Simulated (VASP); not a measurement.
Input of a VASP 6.6.1 run:

Contents of INCAR:

```
SYSTEM = ScSi2
PREC = Accurate ; ENCUT = 520
EDIFF = 1E-6 ; ISMEAR = -1
SIGMA = 0.05 ; LREAL = .False.
LASPH = .True. ; NELM = 100
ALGO = Normal ; ISIF = 2
LWAVE = .False. ; LCHARG = .True.
GGA = PE ; LELF = .True.
LVHAR = .True. ; NBANDS = 16
```

KPOINTS

```
regular mesh
0
Gamma
  10 10 8
  0 0 0
```

File POSCAR:

```
ScSi2
1.0
    3.6600000000      0.0000000000      0.0000000000
   -1.8300000000      3.1696529779      0.0000000000
    0.0000000000      0.0000000000      3.8700000000
Sc Si
1 2
Direct
    0.0000000000      0.0000000000      0.0000000000
    0.3133333333      0.6566666667      0.5000000000
    0.6866666667      0.3433333333      0.5000000000
```

Potentials or basis: VASP PAW PBE potentials, release 64 (Sc_sv, Si).

Launch:

```sh
$ cat potpaw_PBE.64/Sc_sv/POTCAR potpaw_PBE.64/Si/POTCAR > POTCAR
$ mpirun -np 1 vasp_std > vasp.out
```

(1) What does it give for the largest force?

(2) Estimate the pressure.

Results:

(1) 3.790 eV/Å.

(2) 26.9 GPa.

Caveat: the cell differs from its parent crystal (shortest bond scaled by 0.94); forces of over 1 eV/Å act on the atoms, so gaps and moduli don't describe the material at rest.
